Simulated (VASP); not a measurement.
# Zn (P6_3/mmc) in VASP: further runs

The runs below take Zn through single point, with LDA.

Program: VASP 6.6.1. These are calculated values, not measurements. Logs are shortened: lines on timing, memory, paths and dates and some standing lists are left out, and cuts for length are marked.

### 1 The cell of the first run

The structure is hexagonal, space group P6_3/mmc (No. 194). Conventional cell: a = 2.665 Å, b = 2.665 Å, c = 5.095 Å, α = 90.00°, β = 90.00°, γ = 120.00°. Within 3.5 Å of Zn (site symmetry -6m2) lie 12 Zn at 2.66 to 2.98 Å.

### 2 Single point, LDA (strain +0.000 along x and y, +0.030 along z)

INCAR reads:

```
  ALGO = Fast
  EDIFF = 1E-6
  ENCUT = 520
  ISIF = 2
  ISMEAR = 0
  LASPH = True
  LCHARG = True
  LELF = True
  LREAL = False
  LVHAR = True
  LWAVE = False
  NBANDS = 19
  NELM = 60
  PREC = Accurate
  SIGMA = 0.15
```

KPOINTS reads:

```
k-points
0
Gamma
  21 21 10
```

POSCAR reads:

```
Zn
1.0
    2.6647980532      0.0000000000      0.0000000000
   -1.3323990266      2.3077828100      0.0000000000
    0.0000000000      0.0000000000      5.0951010000
Zn
2
Direct
    0.3333333333      0.6666666667      0.2500000000
    0.6666666667      0.3333333333      0.7500000000
```

Potentials or basis: VASP PAW LDA potentials, release 64 (Zn).

The run is started by

```
$ cat potpaw_LDA.64/Zn/POTCAR > POTCAR
$ mpirun -np 1 vasp_std > vasp.out
```

OUTCAR:

```text
EDIFF = 1E-6
   ENCUT = 520
   ISIF = 2
   ISMEAR = 0
   LASPH = True
   LREAL = False
   NELM = 60
   PREC = Accurate

 ion  position               nearest neighbor table
   1  0.333  0.667  0.250-   2 2.98   2 2.98   2 2.98   2 2.98   2 2.98   2 2.98
   2  0.667  0.333  0.750-   1 2.98   1 2.98   1 2.98   1 2.98   1 2.98   1 2.98

  LATTYP: Found a hexagonal cell.
 ALAT       =     2.6647980532
 C/A-ratio  =     1.9120026727

  Lattice vectors:

 A1 = (   2.6647980532,   0.0000000000,   0.0000000000)
 A2 = (  -1.3323990266,   2.3077828100,   0.0000000000)
 A3 = (   0.0000000000,   0.0000000000,   5.0951010000)

Analysis of symmetry for initial positions (statically):
=====================================================================
 Subroutine PRICEL returns:
 Original cell was already a primitive cell.

 Routine SETGRP: Setting up the symmetry group for a
 hexagonal supercell.

 Subroutine GETGRP returns: Found 24 space group operations
 (whereof 12 operations were pure point group operations)
 out of a pool of 24 trial point group operations.

The static configuration has the point symmetry D_3d.
 The point group associated with its full space group is D_6h.

Analysis of symmetry for dynamics (positions and initial velocities):
=====================================================================
 Subroutine PRICEL returns:
 Original cell was already a primitive cell.

 Routine SETGRP: Setting up the symmetry group for a
 hexagonal supercell.

 Subroutine GETGRP returns: Found 24 space group operations
 (whereof 12 operations were pure point group operations)
 out of a pool of 24 trial point group operations.

The dynamic configuration has the point symmetry D_3d.
 The point group associated with its full space group is D_6h.

 Subroutine INISYM returns: Found 24 space group operations
 (whereof 12 operations are pure point group operations),
 and found     1 'primitive' translations

----------------------------------------------------------------------------------------

                                     Primitive cell

  volume of cell :      31.3337

  direct lattice vectors                    reciprocal lattice vectors
     2.664798053  0.000000000  0.000000000     0.375262958  0.216658170  0.000000000
    -1.332399027  2.307782810  0.000000000     0.000000000  0.433316340  0.000000000
     0.000000000  0.000000000  5.095101000     0.000000000  0.000000000  0.196266963

  length of vectors
     2.664798053  2.664798053  5.095101000     0.433316340  0.433316340  0.196266963

  position of ions in fractional coordinates (direct lattice)
     0.333333333  0.666666667  0.250000000
     0.666666667  0.333333333  0.750000000

  ion indices of the primitive-cell ions
   primitive index   ion index
                 1           1
                 2           2

----------------------------------------------------------------------------------------

 KPOINTS: k-points

Automatic generation of k-mesh.
 Grid dimensions read from file:
 generate k-points for:   21   21   10

 Generating k-lattice:

  Cartesian coordinates                     Fractional coordinates (reciprocal lattice)
     0.017869665  0.010317056  0.000000000     0.047619048  0.000000000  0.000000000
     0.000000000  0.020634111  0.000000000     0.000000000  0.047619048  0.000000000
     0.000000000  0.000000000  0.019626696     0.000000000  0.000000000  0.100000000

  Length of vectors
     0.020634111  0.020634111  0.019626696

  Shift w.r.t. Gamma in fractional coordinates (k-lattice)
     0.000000000  0.000000000  0.000000000

 Subroutine IBZKPT returns following result:
 ===========================================

 Found    288 irreducible k-points:

 Following reciprocal coordinates:
            Coordinates               Weight
  0.000000  0.000000  0.000000      1.000000
  0.047619 -0.000000  0.000000      6.000000
  0.095238  0.000000  0.000000      6.000000
  0.142857 -0.000000  0.000000      6.000000
  0.190476  0.000000  0.000000      6.000000
  0.238095  0.000000  0.000000      6.000000
[... 16 lines left out ...]
  0.142857  0.095238  0.000000     12.000000
  0.190476  0.095238  0.000000     12.000000
 [... further k-points ...]
   k-points           NKPTS =    288   k-points in BZ     NKDIM =    288   number of bands    NBANDS=     19
   number of dos      NEDOS =    301   number of ions     NIONS =      2
   total plane-waves  NPLWV =  16000
   dimension x,y,z NGX =    20 NGY =   20 NGZ =   40
   dimension x,y,z NGXF=    40 NGYF=   40 NGZF=   80
   ions per type =               2
   NGX,Y,Z   is equivalent  to a cutoff of  12.48, 12.48, 13.05 a.u.
   NGXF,Y,Z  is equivalent  to a cutoff of  24.95, 24.95, 26.10 a.u.
 SYSTEM =  unknown system
   PREC   = accura    normal or accurate (medium, high low for compatibility)
   ISTART =      0    job   : 0-new  1-cont  2-samecut
   ICHARG =      2    charge: 1-file 2-atom 10-const
   ISPIN  =      1    spin polarized calculation?
   LNONCOLLINEAR =      F non collinear calculations
   LSORBIT =      F    spin-orbit coupling
   LASPH  =      T    aspherical Exc in radial PAW
   ENCUT  =  520.0 eV  38.22 Ry    6.18 a.u.   4.95  4.95  9.47*2*pi/ulx,y,z
   NELM   =     60;   NELMIN=  2; NELMDL= -5     # of ELM steps
   EDIFF  = 0.1E-05   stopping-criterion for ELM
   LREAL  =      F    real-space projection
   EDIFFG = 0.1E-04   stopping-criterion for IOM
   NSW    =      0    number of steps for IOM
   IBRION =     -1    ionic relax: 0-MD 1-quasi-New 2-CG
   NFREE  =      0    steps in history (QN), initial steepest desc. (CG)
   ISIF   =      2    stress and relaxation
   ISYM   =      2    0-nonsym 1-usesym 2-fastsym
   POTIM  = 0.5000    time-step for ionic-motion
   TEBEG  =    0.0;   TEEND  =   0.0 temperature during run
   PSTRESS=    0.0 pullay stress
   NELECT =      24.0000    total number of electrons
   NUPDOWN=      -1.0000    fix difference up-down
   EMIN   =  10.00;   EMAX   =-10.00  energy-range for DOS
   EFERMI =   0.00;   METHOD = LEGACY
   ISMEAR =     0;   SIGMA  =   0.15  broadening in eV -4-tet -1-fermi 0-gaus
   EFERMI_NEDOS =   21; number of points for ismear=-14 and -15
   IALGO  =     68    algorithm
   IMIX   =      4    mixing-type and parameters
     AMIX     =   0.40;   BMIX     =  1.00
     AMIX_MAG =   1.60;   BMIX_MAG =  1.00
  volume/ion in A,a.u.               =      15.67       105.73
  Fermi-wavevector in a.u.,A,eV,Ry     =   1.497872  2.830567 30.526291  2.243619
  Thomas-Fermi vector in A             =   2.609704
   LORBIT       =      0    0 simple, 1 ext, 2 COOP (PROOUT), +10 PAW based schemes
   GGA     = CA    functional components
   LHFCALC =     F    Hartree Fock is set to
   AEXX    =    0.0000 exact exchange contribution
   IVDW    =     0    specifies the selected vdW correction
   LEPSILON=     F    determine dielectric tensor
   LRPA    =     F    only Hartree local field effects (RPA)
 non-spin polarized calculation
 RMM-DIIS sequential band-by-band and
 Gauss-broadening in eV      SIGMA  =   0.15
  energy-cutoff  :      520.00
  volume of cell :       31.33
 maximum number of plane-waves:       867
 NGX is ok and might be reduce to    20
   NGX =  9   NGY =  9   NGZ = 19

 number of electron      23.9999989 magnetization

 Free energy of the ion-electron system (eV)
  ---------------------------------------------------
  ext. energy  EPLUGINS =         0.00000000
  ---------------------------------------------------
  free energy    TOTEN  =        -3.63030451 eV

  energy without entropy =       -3.62592696  energy(sigma->0) =       -3.62811574

 E-fermi :   2.6447     XC(G=0): -11.7226

 val. band max:        2.6367330298   @ k =   0.3810   0.0476   0.0000
 cond. band min:       2.6452124213   @ k =   0.2857   0.1905   0.1000
 fundamental gap:      0.0084793915
 Fermi energy:         2.6446626200

 k-point     1 :       0.0000    0.0000    0.0000
  band No.  band energies     occupation
      1      -7.5181      2.00000
      2      -5.9457      2.00000
      3      -5.2868      2.00000
      4      -5.0398      2.00000
      5      -5.0398      2.00000
      6      -4.9995      2.00000
[... 11 lines left out ...]
     18      21.7908      0.00000
     19      21.8069      0.00000

 k-point     2 :       0.0476   -0.0000    0.0000
  band No.  band energies     occupation
      1      -7.4504      2.00000
      2      -5.9153      2.00000
      3      -5.2790      2.00000
      4      -5.0473      2.00000
      5      -5.0240      2.00000
      6      -5.0071      2.00000
[... 11 lines left out ...]
     18      21.0924      0.00000
     19      22.3846      0.00000

 k-point     3 :       0.0952    0.0000    0.0000
  band No.  band energies     occupation
      1      -7.2494      2.00000
      2      -5.8300      2.00000
      3      -5.2583      2.00000
      4      -5.0660      2.00000
      5      -5.0254      2.00000
      6      -4.9776      2.00000
[... 11 lines left out ...]
     18      20.4493      0.00000
     19      21.8321      0.00000

 k-point     4 :       0.1429   -0.0000    0.0000
  band No.  band energies     occupation
      1      -6.9225      2.00000
      2      -5.7098      2.00000
      3      -5.2339      2.00000
      4      -5.0892      2.00000
      5      -5.0328      2.00000
      6      -4.9040      2.00000
[... 407 lines left out ...]
     18      19.6111      0.00000
     19      20.8667      0.00000

 k-point    23 :       0.1429    0.0952    0.0000
  band No.  band energies     occupation
      1      -6.3079      2.00000
      2      -5.5236      2.00000
      3      -5.2323      2.00000
      4      -5.1168      2.00000
      5      -5.0548      2.00000
      6      -4.9861      2.00000
[... 11 lines left out ...]
     18      18.4695      0.00000
     19      19.1699      0.00000

 k-point    24 :       0.1905    0.0952    0.0000
  band No.  band energies     occupation
      1      -5.8599      2.00000
      2      -5.4641      2.00000
      3      -5.1966      2.00000
      4      -5.1213      2.00000
      5      -5.1142      2.00000
      6      -4.9714      2.00000
[... 11 lines left out ...]
     18      17.7512      0.00000
     19      18.0200      0.00000

 [... further k-points ...]

------------------------ aborting loop because EDIFF is reached ----------------------------------------

  FORCE on cell =-STRESS in cart. coord.  units (eV):
  Direction    XX          YY          ZZ          XY          YZ          ZX
  --------------------------------------------------------------------------------------
  -------------------------------------------------------------------------------------
  Total       -2.1026479     -2.1026479     -1.3081137     -0.0000000     -0.0000000      0.0000000
  in kB     -107.5140195   -107.5140195    -66.8873572     -0.0000000     -0.0000000      0.0000000
  external PRESSURE =     -93.9717987 kB  Pullay stress =       0.0000000 kB

 VOLUME and BASIS-vectors are now :
 -----------------------------------------------------------------------------
  energy-cutoff  :      520.00
  volume of cell :       31.33
      direct lattice vectors                 reciprocal lattice vectors
     2.664798053  0.000000000  0.000000000     0.375262958  0.216658170  0.000000000
    -1.332399027  2.307782810  0.000000000     0.000000000  0.433316340  0.000000000
     0.000000000  0.000000000  5.095101000     0.000000000  0.000000000  0.196266963

 POSITION                                       TOTAL-FORCE (eV/Angst)
 -----------------------------------------------------------------------------------
     -0.00000      1.53852      1.27378         0.000000     -0.000000      0.000000
      1.33240      0.76926      3.82133         0.000000      0.000000      0.000000
 -----------------------------------------------------------------------------------
    total drift:                               -0.000000      0.000000      0.000000

  FREE ENERGIE OF THE ION-ELECTRON SYSTEM (eV)
  ---------------------------------------------------
  free  energy   TOTEN  =        -3.6303045118 eV

  energy  without entropy=       -3.6259269634  energy(sigma->0) =       -3.62811574
```

It took 51 s on 1 thread of Intel Xeon 6975P-C (Granite Rapids), shared host; peak memory 0.23 GiB.

Results:

* Free energy: -3.6303 eV
* Pressure: -9.4 GPa
* Band gap on the k mesh: zero (band 12 reaches 4.22 eV, above the bottom of band 13 at -0.78 eV)

Caveat: the cell differs from its parent crystal (strain +0.000 along x and y, +0.030 along z).

### 3 Single point, LDA (strain +0.030 along x and y, -0.030 along z)

INCAR reads:

```
SYSTEM = Zn
PREC = Accurate
ENCUT = 520
EDIFF = 1E-7
ISMEAR = 0
SIGMA = 0.15
LREAL = .False.
LASPH = .True.
NELM = 100
ALGO = Fast
ISIF = 2
LWAVE = .False.
LCHARG = .False.
NBANDS = 19
```

KPOINTS reads:

```
regular mesh
0
Gamma
  21 21 10
  0 0 0
```

POSCAR reads:

```
Zn
1.0
    2.7447419948      0.0000000000      0.0000000000
   -1.3723709974      2.3770162943      0.0000000000
    0.0000000000      0.0000000000      4.7982990000
Zn
2
Direct
    0.3333333333      0.6666666667      0.2500000000
    0.6666666667      0.3333333333      0.7500000000
```

Potentials or basis: VASP PAW LDA potentials, release 64 (Zn).

The run is started by

```
$ cat potpaw_LDA.64/Zn/POTCAR > POTCAR
$ mpirun -np 1 vasp_std > vasp.out
```

It took 59 s on 1 thread of Intel Xeon 6975P-C (Granite Rapids), shared host; peak memory 0.23 GiB.

Results (log left out):

```yaml
Free_energy: -3.5855 eV
Pressure: -10.3 GPa
Band_gap_on_the_k_mesh: zero (band 12 reaches 3.96 eV, above the bottom of band 13 at 0.26 eV)
```

Stress tensor (GPa, compression positive):
```
-11.28   0.00   0.00
  0.00 -11.28   0.00
  0.00   0.00  -8.35
```

Levels at points of the mesh, in eV from the Fermi level:
| k point | band 8 | band 9 | band 10 | band 11 | band 12 | band 13 | band 14 | band 15 | band 16 | band 17 |
| --- | --- | --- | --- | --- | --- | --- | --- | --- | --- | --- |
| (0.00, 0.00, 0.00) | -7.42 | -7.42 | -7.16 | -7.16 | -3.23 | -2.46 | 15.25 | 15.66 | 15.66 | 17.51 |
| (0.00, 0.00, 0.50) | -7.58 | -7.26 | -7.26 | -7.26 | -7.26 | 5.58 | 5.58 | 17.02 | 17.02 | 17.02 |

Caveat: the cell differs from its parent crystal (strain +0.030 along x and y, -0.030 along z).

### 4 Single point, LDA (strain +0.030 along x and y, +0.000 along z)

INCAR reads:

```
SYSTEM = Zn
PREC     = Accurate       ! precision mode
ENCUT    = 520            ! plane-wave cutoff, eV
EDIFF    = 1E-7           ! SCF threshold, eV
ISMEAR   = 0              ! smearing method
SIGMA    = 0.15           ! smearing width, eV
LREAL    = .False.        ! projectors in reciprocal space
LASPH    = .True.         ! aspherical terms in the spheres
NELM     = 100            ! most SCF steps
ALGO     = Fast           ! electronic algorithm
ISIF     = 2              ! what is computed and relaxed
LWAVE    = .False.        ! write WAVECAR
LCHARG   = .False.        ! write CHGCAR
NBANDS   = 19             ! bands
```

KPOINTS is that of step 3.

Edit POSCAR of step 3 so:

```diff
@@ -4,3 +4,3 @@
    -1.3723709974      2.3770162943      0.0000000000
-    0.0000000000      0.0000000000      4.7982990000
+    0.0000000000      0.0000000000      4.9467000000
 Zn
```

The run is started by

```
$ cat potpaw_LDA.64/Zn/POTCAR > POTCAR
$ mpirun -np 1 vasp_std > vasp.out
```

It took 52 s on 1 thread of Intel Xeon 6975P-C (Granite Rapids), shared host; peak memory 0.23 GiB.

Results (log left out):

| Property | Result |
| --- | --- |
| Free energy | -3.5325 eV |
| Pressure | -11.1 GPa |
| Band gap on the k mesh | zero (band 12 reaches 3.90 eV, above the bottom of band 13 at -0.34 eV) |

Stress tensor (GPa, compression positive):
```
-12.31   0.00   0.00
  0.00 -12.31   0.00
  0.00   0.00  -8.68
```

Levels at points of the mesh, in eV from the Fermi level:
| k point | band 9 | band 10 | band 11 | band 12 | band 13 | band 14 | band 15 | band 16 |
| --- | --- | --- | --- | --- | --- | --- | --- | --- |
| (0.00, 0.00, 0.00) | -7.36 | -7.14 | -7.14 | -3.25 | -2.87 | 13.89 | 15.86 | 15.86 |
| (0.00, 0.00, 0.50) | -7.23 | -7.23 | -7.23 | -7.23 | 4.86 | 4.86 | 17.11 | 17.11 |

Caveat: the cell differs from its parent crystal (strain +0.030 along x and y, +0.000 along z).

### 5 Summary

```tsv
cell	further INCAR settings	gap on the mesh (eV)	pressure (GPa)
a = 2.665, b = 2.665, c = 5.095 Å, angles 90.0, 90.0, 120.0°, 2 atoms	ALGO = Fast; EDIFF = 1e-06; NBANDS = 19	none	-9.4
a = 2.745, b = 2.745, c = 4.798 Å, angles 90.0, 90.0, 120.0°, 2 atoms	ALGO = Fast; EDIFF = 1e-07; NBANDS = 19	none	-10.3
a = 2.745, b = 2.745, c = 4.947 Å, angles 90.0, 90.0, 120.0°, 2 atoms	ALGO = Fast; EDIFF = 1e-07; NBANDS = 19	none	-11.1
```

Alike in all rows: task single point; level LDA; potentials or basis VASP PAW LDA potentials, release 64 (Zn); no spin polarisation; k mesh 21 × 21 × 10; cutoff (eV) 520; smearing gaussian 0.15 eV.

Total energies depend on the potentials used, so only differences within one code and one set of settings carry meaning.
